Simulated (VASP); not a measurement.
# WSe2 in VASP: further runs, part 2 of 2

VASP 6.6.1. Earlier steps stand in the parts before.

**3. Single point, PBE+D3(BJ) (layers slid over each other)**

Contents of INCAR:

```
PREC = Accurate ; ENCUT = 520
EDIFF = 1E-6 ; ISMEAR = 0
SIGMA = 0.05 ; LREAL = F
LASPH = T ; NELM = 100
ALGO = Normal ; ISIF = 2
LWAVE = F ; LCHARG = F
LDIPOL = T ; IDIPOL = 3
DIPOL = 0.5 0.5 0.398 ; GGA = PE
IVDW = 12 ; NBANDS = 35
```

Contents of KPOINTS:

```
regular mesh
0
Gamma
  9 9 1
```

Contents of POSCAR:

```
WSe2
1.0
    3.2854807123      0.0000000000      0.0000000000
   -1.6427403561      2.8453097605      0.0000000000
    0.0000000000      0.0000000000     24.2386612352
Se W
4 2
Direct
    0.3333333333      0.6666666667      0.1856538179
    0.3333333333      0.6666666667      0.3246602831
    0.6666666667      1.3333333333      0.4715330812
    0.6666666667      1.3333333333      0.6105395464
    0.6666666667      0.3333333333      0.2551570505
    0.3333333333      1.6666666667      0.5410363138
```

Potentials or basis: VASP PAW PBE potentials, release 64 (Se, W_sv).

On the command line:

```bash
> cat potpaw_PBE.64/Se/POTCAR potpaw_PBE.64/W_sv/POTCAR > POTCAR
> mpirun -np 1 vasp_std > vasp.out
```

Wall time 4.1 min (1 thread of Intel Xeon 8259CL, shared host); peak memory 0.36 GiB.

The run converged. Its results:

| Property | Result |
| --- | --- |
| Free energy | -45.5297 eV |
| Largest force | 0.142 eV/Å |
| Band gap on the k mesh | 1.54 eV (least direct gap 1.64 eV) |
| Dispersion energy per atom | -0.385 eV |

Forces on the atoms (eV/Å):
```
Se   0.000  0.000 -0.037
Se   0.000  0.000  0.142
Se   0.000  0.000 -0.142
Se   0.000  0.000  0.037
W    0.000  0.000  0.036
W    0.000  0.000 -0.036
```

Levels at points of the mesh, in eV from the valence-band top:
```csv
k point,band 24,band 25,band 26,band 27,band 28,band 29
"(0.00, 0.00, 0.00)",-1.19,-0.60,-0.15,2.95,2.95,2.97
```

Caveat: the cell differs from its parent crystal (layers slid over each other); spin-orbit coupling is left out, which moves the levels of the heavy elements.

**4. Single point, PBE+D3(BJ) (layers slid over each other)**

Contents of INCAR:

```
SYSTEM = WSe2
PREC = Accurate
ENCUT = 520
EDIFF = 1E-6
ISMEAR = 0
SIGMA = 0.05
LREAL = .False.
LASPH = .True.
NELM = 60
ALGO = Normal
ISIF = 2
LWAVE = .False.
LCHARG = .False.
LDIPOL = .True.
IDIPOL = 3
DIPOL = 0.5 0.5 0.398
GGA = PE
IVDW = 12
NBANDS = 35
```

Contents of KPOINTS:

```
regular mesh
0
Gamma
  9 9 1
  0 0 0
```

Contents of POSCAR:

```
WSe2
1.0
    3.2854807123      0.0000000000      0.0000000000
   -1.6427403561      2.8453097605      0.0000000000
    0.0000000000      0.0000000000     24.2386612352
Se W
4 2
Direct
    0.3333333333      0.6666666667      0.1856538179
    0.3333333333      0.6666666667      0.3246602831
    1.0000000000      1.0000000000      0.4715330812
    1.0000000000      1.0000000000      0.6105395464
    0.6666666667      0.3333333333      0.2551570505
    0.6666666667      1.3333333333      0.5410363138
```

Potentials or basis: VASP PAW PBE potentials, release 64 (Se, W_sv).

On the command line:

```bash
> cat potpaw_PBE.64/Se/POTCAR potpaw_PBE.64/W_sv/POTCAR > POTCAR
> mpirun -np 1 vasp_std > vasp.out
```

OUTCAR:

```text
SYSTEM = WSe2
   PREC = Accurate
   ENCUT = 520
   EDIFF = 1E-6
   ISMEAR = 0
   LREAL = .False.
   LASPH = .True.
   NELM = 60
   ISIF = 2
   GGA = PE
   IVDW = 12
 IVDW          = 12

 ion  position               nearest neighbor table
   1  0.333  0.667  0.186-   5 2.54   5 2.54   5 2.54
   2  0.333  0.667  0.325-   5 2.54   5 2.54   5 2.54
   3  0.000  0.000  0.472-   6 2.54   6 2.54   6 2.54
   4  0.000  0.000  0.611-   6 2.54   6 2.54   6 2.54
   5  0.667  0.333  0.255-   2 2.54   1 2.54   2 2.54   1 2.54   2 2.54   1 2.54
[... 661 lines left out ...]
  -------------------------------------------------------------------------------------
  Total       0.03286     0.03286    -0.31475     0.00000     0.00000     0.00000
  in kB       0.23237     0.23237    -2.22558     0.00000     0.00000     0.00000
  external pressure =       -0.59 kB  Pullay stress =        0.00 kB

 VOLUME and BASIS-vectors are now :
 -----------------------------------------------------------------------------
  energy-cutoff  :      520.00
  volume of cell :      226.59
      direct lattice vectors                 reciprocal lattice vectors
     3.285480712  0.000000000  0.000000000     0.304369463  0.175727791  0.000000000
    -1.642740356  2.845309761  0.000000000     0.000000000  0.351455583  0.000000000
     0.000000000  0.000000000 24.238661235     0.000000000  0.000000000  0.041256404

 POSITION                                       TOTAL-FORCE (eV/Angst)
 -----------------------------------------------------------------------------------
     -0.00000      1.89687      4.50000         0.000000      0.000000     -0.040604
     -0.00000      1.89687      7.86933        -0.000000      0.000000      0.109290
      0.00000      0.00000     11.42933         0.000000     -0.000000     -0.109290
      0.00000      0.00000     14.79866         0.000000     -0.000000      0.040604
      1.64274      0.94844      6.18467         0.000000      0.000000      0.042387
      1.64274      0.94844     13.11400        -0.000000      0.000000     -0.042387
 -----------------------------------------------------------------------------------
    total drift:                               -0.000000     -0.000000      0.000169

  FREE ENERGIE OF THE ION-ELECTRON SYSTEM (eV)
  ---------------------------------------------------
  free  energy   TOTEN  =       -45.5170554797 eV

  energy  without entropy=      -45.5170554797  energy(sigma->0) =      -45.51705548

 vacuum level on the upper side and lower side of the slab         5.833         5.833
```

stdout:

```text
POSCAR found type information on POSCAR SeW
 POSCAR found :  2 types and       6 ions
 scaLAPACK will be used
 LDA part: xc-table for (Slater+PW92), standard interpolation
 POSCAR, INCAR and KPOINTS ok, starting setup
 FFT: planning ... GRIDC
 FFT: planning ... GRID_SOFT
 FFT: planning ... GRID
 WAVECAR not read
 entering main loop
```

It took 4 min on 1 thread of Intel Xeon 8259CL, shared host; peak memory 0.36 GiB.

Results:

* Free energy: -45.5171 eV
* Largest force: 0.109 eV/Å
* Band gap on the k mesh: 1.58 eV (least direct gap 1.67 eV)
* Dispersion energy per atom: -0.385 eV

Forces on the atoms (eV/Å):
```
Se   0.000  0.000 -0.041
Se   0.000  0.000  0.109
Se   0.000  0.000 -0.109
Se   0.000  0.000  0.041
W    0.000  0.000  0.042
W    0.000  0.000 -0.042
```

Levels at points of the mesh, in eV from the valence-band top:
| k point | band 24 | band 25 | band 26 | band 27 | band 28 | band 29 |
| --- | --- | --- | --- | --- | --- | --- |
| (0.00, 0.00, 0.00) | -1.17 | -0.58 | -0.11 | 2.97 | 2.97 | 3.01 |

Caveat: the cell differs from its parent crystal (layers slid over each other); spin-orbit coupling is left out, which moves the levels of the heavy elements.

**5. Single point, PBE+D3(BJ)**

INCAR: that of step 4 with these lines changed.

```diff
@@ -3,3 +3,3 @@
 ENCUT = 520
-EDIFF = 1E-6
+EDIFF = 1E-7
 ISMEAR = 0
@@ -8,3 +8,3 @@
 LASPH = .True.
-NELM = 60
+NELM = 100
 ALGO = Normal
```

Contents of KPOINTS:

```
Automatic mesh
0
Gamma
  9 9 1
  0 0 0
```

Contents of POSCAR:

```
WSe2
1.0
    3.2854807123      0.0000000000      0.0000000000
   -1.6427403561      2.8453097605      0.0000000000
    0.0000000000      0.0000000000     24.2386612352
Se W
4 2
Direct
    0.3333333333      0.6666666667      0.1856538179
    0.3333333333      0.6666666667      0.3246602831
    0.6666666667      1.3333333333      0.4715330812
    0.6666666667      1.3333333333      0.6105395464
    0.6666666667      0.3333333333      0.2551570505
    0.3333333333      1.6666666667      0.5410363138
```

On the command line:

```bash
> cat potpaw_PBE.64/Se/POTCAR potpaw_PBE.64/W_sv/POTCAR > POTCAR
> mpirun -np 1 vasp_std > vasp.out
```

It took 4 min on 1 thread of Intel Xeon 8259CL, shared host; peak memory 0.36 GiB.

The run converged. Its results:

* Free energy: -45.5297 eV
* Largest force: 0.142 eV/Å
* Band gap on the k mesh: 1.54 eV (least direct gap 1.64 eV)
* Dispersion energy per atom: -0.385 eV

Forces in eV/Å, atoms in the order of the input:
```
Se   0.000  0.000 -0.037
Se   0.000  0.000  0.142
Se   0.000  0.000 -0.142
Se   0.000  0.000  0.037
W    0.000  0.000  0.036
W    0.000  0.000 -0.036
```

Levels at points of the mesh, in eV from the valence-band top:
```tsv
k point	band 24	band 25	band 26	band 27	band 28	band 29
(0.00, 0.00, 0.00)	-1.19	-0.60	-0.15	2.95	2.95	2.97
```

Caveat: spin-orbit coupling is left out, which moves the levels of the heavy elements.

**6. Overview**

```tsv
cell	gap on the mesh (eV)	largest force (eV/Å)
as given, atomic positions A	1.56	0.04
as given, atomic positions B	1.54	0.14
as given, atomic positions C	1.58	0.11
```

Alike in all rows: task single point; level PBE+D3(BJ); potentials or basis VASP PAW PBE potentials, release 64 (Se, W_sv); no spin polarisation; k mesh 9 × 9 × 1; cutoff (eV) 520; smearing gaussian 0.05 eV.

Caveats: spin-orbit coupling is left out, which moves the levels of the heavy elements.

Total energies depend on the potentials used, so only differences within one code and one set of settings carry meaning.
